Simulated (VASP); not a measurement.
# Co (P6_3/mmc) in VASP: notebook

The runs below take Co through single point, with revPBE+D3(BJ), PBEsol+D4, PBE, BLYP+D3(BJ).

Program: VASP 6.6.1. These are calculated values, not measurements. Logs are shortened: lines on timing, memory, paths and dates and some standing lists are left out, and cuts for length are marked.

### Step 1. The cell of the first run

It takes space group P6_3/mmc (No. 194, hexagonal). The conventional cell has a = 2.454 Å, b = 2.454 Å, c = 8.034 Å, α = 90.00°, β = 90.00°, γ = 120.00°. Within 3.2 Å of Co (site symmetry -6m2) lie 12 Co at 2.45 to 2.46 Å. Co (site symmetry -3m) has 12 Co at 2.45 to 2.46 Å within 3.2 Å.

### Step 2. Single point, revPBE+D3(BJ), collinear spin, ferromagnetic start

The input, INCAR:

```
ALGO = Normal ; EDIFF = 1E-6
ENCUT = 520 ; GGA = RE
ISIF = 2 ; ISMEAR = -1
ISPIN = 2 ; IVDW = 12
LASPH = True ; LCHARG = False
LMAXMIX = 4 ; LORBIT = 11
LREAL = False ; LWAVE = False
MAGMOM = 2 2 2 2 ; NBANDS = 30
NELM = 150 ; PREC = Accurate
SIGMA = 0.05
```

The input, KPOINTS:

```
k-points
0
Gamma
  12 12 4
```

The input, POSCAR:

```
Co
1.0
    2.4539803297      0.0000000000      0.0000000000
   -1.2269901649      2.1252093060      0.0000000000
    0.0000000000      0.0000000000      8.0339487160
Co
4
Direct
    0.6666666667      0.3333333333      0.7500000000
    0.0000000000      0.0000000000      0.5000000000
    0.3333333333      0.6666666667      0.2500000000
    0.0000000000      0.0000000000      0.0000000000
```

Potentials or basis: VASP PAW PBE potentials, release 64 (Co).

The run is started by

```console
$ cat potpaw_PBE.64/Co/POTCAR > POTCAR
$ mpirun -np 1 vasp_std > vasp.out
```

OUTCAR:

```text
EDIFF = 1E-6
   ENCUT = 520
   GGA = RE
   ISIF = 2
   ISMEAR = -1
   ISPIN = 2
   IVDW = 12
   LASPH = True
   LORBIT = 11
   LREAL = False
   NELM = 150
   PREC = Accurate
 IVDW          = 12

 ion  position               nearest neighbor table
   1  0.667  0.333  0.750-   2 2.46   4 2.46   2 2.46   4 2.46   2 2.46   4 2.46
   2  0.000  0.000  0.500-   1 2.46   3 2.46   1 2.46   3 2.46   1 2.46   3 2.46
   3  0.333  0.667  0.250-   2 2.46   4 2.46   2 2.46   4 2.46   2 2.46   4 2.46
   4  0.000  0.000  0.000-   1 2.46   3 2.46   1 2.46   3 2.46   1 2.46   3 2.46

  LATTYP: Found a hexagonal cell.
 ALAT       =     2.4539803297
 C/A-ratio  =     3.2738439745

  Lattice vectors:

 A1 = (   2.4539803297,   0.0000000000,   0.0000000000)
 A2 = (  -1.2269901649,   2.1252093060,   0.0000000000)
 A3 = (   0.0000000000,   0.0000000000,   8.0339487160)

Analysis of symmetry for initial positions (statically):
=====================================================================
 Subroutine PRICEL returns:
 Original cell was already a primitive cell.

 Routine SETGRP: Setting up the symmetry group for a
 hexagonal supercell.

 Subroutine GETGRP returns: Found 24 space group operations
 (whereof 12 operations were pure point group operations)
 out of a pool of 24 trial point group operations.

The static configuration has the point symmetry D_3d.
 The point group associated with its full space group is D_6h.

Analysis of symmetry for dynamics (positions and initial velocities):
=====================================================================
 Subroutine PRICEL returns:
 Original cell was already a primitive cell.

 Routine SETGRP: Setting up the symmetry group for a
 hexagonal supercell.

 Subroutine GETGRP returns: Found 24 space group operations
 (whereof 12 operations were pure point group operations)
 out of a pool of 24 trial point group operations.

The dynamic configuration has the point symmetry D_3d.
 The point group associated with its full space group is D_6h.

Analysis of structural, dynamic, and magnetic symmetry:
=====================================================================
 Subroutine PRICEL returns:
 Original cell was already a primitive cell.

 Routine SETGRP: Setting up the symmetry group for a
 hexagonal supercell.

 Subroutine GETGRP returns: Found 24 space group operations
 (whereof 12 operations were pure point group operations)
 out of a pool of 24 trial point group operations.

The overall configuration has the point symmetry D_3d.
 The point group associated with its full space group is D_6h.

 Subroutine INISYM returns: Found 24 space group operations
 (whereof 12 operations are pure point group operations),
 and found     1 'primitive' translations

----------------------------------------------------------------------------------------

                                     Primitive cell

  volume of cell :      41.8988

  direct lattice vectors                    reciprocal lattice vectors
     2.453980330  0.000000000  0.000000000     0.407501229  0.235270944  0.000000000
    -1.226990165  2.125209306  0.000000000     0.000000000  0.470541888  0.000000000
     0.000000000  0.000000000  8.033948716     0.000000000  0.000000000  0.124471793

  length of vectors
     2.453980330  2.453980330  8.033948716     0.470541888  0.470541888  0.124471793

  position of ions in fractional coordinates (direct lattice)
     0.666666667  0.333333333  0.750000000
     0.000000000  0.000000000  0.500000000
     0.333333333  0.666666667  0.250000000
     0.000000000  0.000000000  0.000000000

  ion indices of the primitive-cell ions
   primitive index   ion index
                 1           1
                 2           2
                 3           3
                 4           4

----------------------------------------------------------------------------------------

 KPOINTS: k-points

Automatic generation of k-mesh.
 Grid dimensions read from file:
 generate k-points for:   12   12    4

 Generating k-lattice:

  Cartesian coordinates                     Fractional coordinates (reciprocal lattice)
     0.033958436  0.019605912  0.000000000     0.083333333  0.000000000  0.000000000
     0.000000000  0.039211824  0.000000000     0.000000000  0.083333333  0.000000000
     0.000000000  0.000000000  0.031117948     0.000000000  0.000000000  0.250000000

  Length of vectors
     0.039211824  0.039211824  0.031117948

  Shift w.r.t. Gamma in fractional coordinates (k-lattice)
     0.000000000  0.000000000  0.000000000

 Subroutine IBZKPT returns following result:
 ===========================================

 Found     57 irreducible k-points:

 Following reciprocal coordinates:
            Coordinates               Weight
  0.000000  0.000000  0.000000      1.000000
  0.083333 -0.000000  0.000000      6.000000
  0.166667  0.000000  0.000000      6.000000
  0.250000 -0.000000  0.000000      6.000000
  0.333333 -0.000000  0.000000      6.000000
  0.416667 -0.000000  0.000000      6.000000
[... 16 lines left out ...]
  0.250000 -0.000000  0.250000     12.000000
  0.333333 -0.000000  0.250000     12.000000
 [... further k-points ...]
   k-points           NKPTS =     57   k-points in BZ     NKDIM =     57   number of bands    NBANDS=     30
   number of dos      NEDOS =    301   number of ions     NIONS =      4
   total plane-waves  NPLWV =  19440
   dimension x,y,z NGX =    18 NGY =   18 NGZ =   60
   dimension x,y,z NGXF=    36 NGYF=   36 NGZF=  120
   ions per type =               4
   NGX,Y,Z   is equivalent  to a cutoff of  12.19, 12.19, 12.42 a.u.
   NGXF,Y,Z  is equivalent  to a cutoff of  24.39, 24.39, 24.83 a.u.
 SYSTEM =  unknown system
   PREC   = accura    normal or accurate (medium, high low for compatibility)
   ISTART =      0    job   : 0-new  1-cont  2-samecut
   ICHARG =      2    charge: 1-file 2-atom 10-const
   ISPIN  =      2    spin polarized calculation?
   LNONCOLLINEAR =      F non collinear calculations
   LSORBIT =      F    spin-orbit coupling
   LASPH  =      T    aspherical Exc in radial PAW
   ENCUT  =  520.0 eV  38.22 Ry    6.18 a.u.   4.56  4.56 14.94*2*pi/ulx,y,z
   NELM   =    150;   NELMIN=  2; NELMDL= -5     # of ELM steps
   EDIFF  = 0.1E-05   stopping-criterion for ELM
   LREAL  =      F    real-space projection
   EDIFFG = 0.1E-04   stopping-criterion for IOM
   NSW    =      0    number of steps for IOM
   IBRION =     -1    ionic relax: 0-MD 1-quasi-New 2-CG
   NFREE  =      0    steps in history (QN), initial steepest desc. (CG)
   ISIF   =      2    stress and relaxation
   ISYM   =      2    0-nonsym 1-usesym 2-fastsym
   POTIM  = 0.5000    time-step for ionic-motion
   TEBEG  =    0.0;   TEEND  =   0.0 temperature during run
   PSTRESS=    0.0 pullay stress
   NELECT =      36.0000    total number of electrons
   NUPDOWN=      -1.0000    fix difference up-down
   EMIN   =  10.00;   EMAX   =-10.00  energy-range for DOS
   EFERMI =   0.00;   METHOD = LEGACY
   ISMEAR =    -1;   SIGMA  =   0.05  broadening in eV -4-tet -1-fermi 0-gaus
   EFERMI_NEDOS =   21; number of points for ismear=-14 and -15
   IALGO  =     38    algorithm
   IMIX   =      4    mixing-type and parameters
     AMIX     =   0.40;   BMIX     =  1.00
     AMIX_MAG =   1.60;   BMIX_MAG =  1.00
  volume/ion in A,a.u.               =      10.47        70.69
  Fermi-wavevector in a.u.,A,eV,Ry     =   1.556354  2.941083 32.956545  2.422238
  Thomas-Fermi vector in A             =   2.660162
   LORBIT       =     11    0 simple, 1 ext, 2 COOP (PROOUT), +10 PAW based schemes
   GGA     = RE    functional components
   LHFCALC =     F    Hartree Fock is set to
   AEXX    =    0.0000 exact exchange contribution
   IVDW    =    12    specifies the selected vdW correction
   LEPSILON=     F    determine dielectric tensor
   LRPA    =     F    only Hartree local field effects (RPA)
 spin polarized calculation
  energy-cutoff  :      520.00
  volume of cell :       41.90
 maximum number of plane-waves:      1151
   NGX =  9   NGY =  9   NGZ = 29

 number of electron      35.9999953 magnetization       6.5269263

 Free energy of the ion-electron system (eV)
  ---------------------------------------------------
  ext. energy  EPLUGINS =         0.00000000
  ---------------------------------------------------
  free energy    TOTEN  =       -26.39368697 eV

  energy without entropy =      -26.35964731  energy(sigma->0) =      -26.37666714

 E-fermi :  10.9291     XC(G=0): -13.5344

 val. band max:       10.9246955365   @ k =   0.1667   0.1667   0.0000
 cond. band min:      10.9312102619   @ k =   0.2500   0.0833   0.2500
 fundamental gap:      0.0065147253
 Fermi energy:        10.9291321432

 spin component 1

 k-point     1 :       0.0000    0.0000    0.0000
  band No.  band energies     occupation
      1       1.7558      1.00000
      2       3.9970      1.00000
      3       4.0243      1.00000
      4       5.5554      1.00000
      5       7.7944      1.00000
      6       7.8304      1.00000
[... 781 lines left out ...]
     29      25.9362      0.00000
     30      26.7909      0.00000

 [... further k-points ...]

 spin component 2

 k-point     1 :       0.0000    0.0000    0.0000
  band No.  band energies     occupation
      1       1.7415      1.00000
      2       4.0713      1.00000
      3       4.0738      1.00000
      4       6.4803      1.00000
      5       9.1398      1.00000
      6       9.2058      1.00000
[... 781 lines left out ...]
     29      26.2912      0.00000
     30      27.1757      0.00000

 [... further k-points ...]

------------------------ aborting loop because EDIFF is reached ----------------------------------------

 Edisp (eV)   -3.32196

 E8    (eV) :    -2.3350

  FORCE on cell =-STRESS in cart. coord.  units (eV):
  Direction    XX          YY          ZZ          XY          YZ          ZX
  --------------------------------------------------------------------------------------
  -------------------------------------------------------------------------------------
  Total       0.30323     0.30323    -0.75186    -0.00000    -0.00000    -0.00000
  in kB      11.59508    11.59508   -28.75069    -0.00000    -0.00000    -0.00000
  external pressure =       -1.85 kB  Pullay stress =        0.00 kB

 VOLUME and BASIS-vectors are now :
 -----------------------------------------------------------------------------
  energy-cutoff  :      520.00
  volume of cell :       41.90
      direct lattice vectors                 reciprocal lattice vectors
     2.453980330  0.000000000  0.000000000     0.407501229  0.235270944  0.000000000
    -1.226990165  2.125209306  0.000000000     0.000000000  0.470541888  0.000000000
     0.000000000  0.000000000  8.033948716     0.000000000  0.000000000  0.124471793

 POSITION                                       TOTAL-FORCE (eV/Angst)
 -----------------------------------------------------------------------------------
      1.22699      0.70840      6.02546         0.000000      0.000000      0.000000
      0.00000      0.00000      4.01697         0.000000     -0.000000     -0.000000
     -0.00000      1.41681      2.00849        -0.000000     -0.000000     -0.000000
      0.00000      0.00000      0.00000         0.000000     -0.000000     -0.000000
 -----------------------------------------------------------------------------------
    total drift:                                0.000000     -0.000000      0.000000

  FREE ENERGIE OF THE ION-ELECTRON SYSTEM (eV)
  ---------------------------------------------------
  free  energy   TOTEN  =       -29.7156484331 eV

  energy  without entropy=      -29.6816087702  energy(sigma->0) =      -29.69862860

 total charge

# of ion       s       p       d       tot
------------------------------------------
    1        0.507   0.558   7.276   8.342
    2        0.508   0.554   7.285   8.347
    3        0.507   0.558   7.276   8.342
    4        0.508   0.554   7.285   8.347
--------------------------------------------------
tot          2.030   2.225  29.122  33.377

 magnetization (x)

# of ion       s       p       d       tot
------------------------------------------
    1       -0.014  -0.055   1.724   1.655
    2       -0.014  -0.052   1.700   1.634
    3       -0.014  -0.055   1.724   1.655
    4       -0.014  -0.052   1.700   1.634
--------------------------------------------------
tot         -0.056  -0.213   6.848   6.578
```

Run time: 68 s. Hardware: 1 thread of Intel Xeon 6975P-C (Granite Rapids), shared host; peak memory 0.24 GiB.

Results:

```yaml
Free_energy: -29.7156 eV
Pressure: -0.2 GPa
Net_moment: 6.53 μB per cell
Site_moments: Co +1.66, +1.63 (each value once) μB
Valence_electrons_inside_the_program's_atomic_spheres: Co 8.34, 8.35 (each value once)
Dispersion_energy_per_atom: -0.830 eV
```

Caveat: the PAW data sets were made with another functional, which shifts forces and pressure a little.

[end of part 1 of 2]
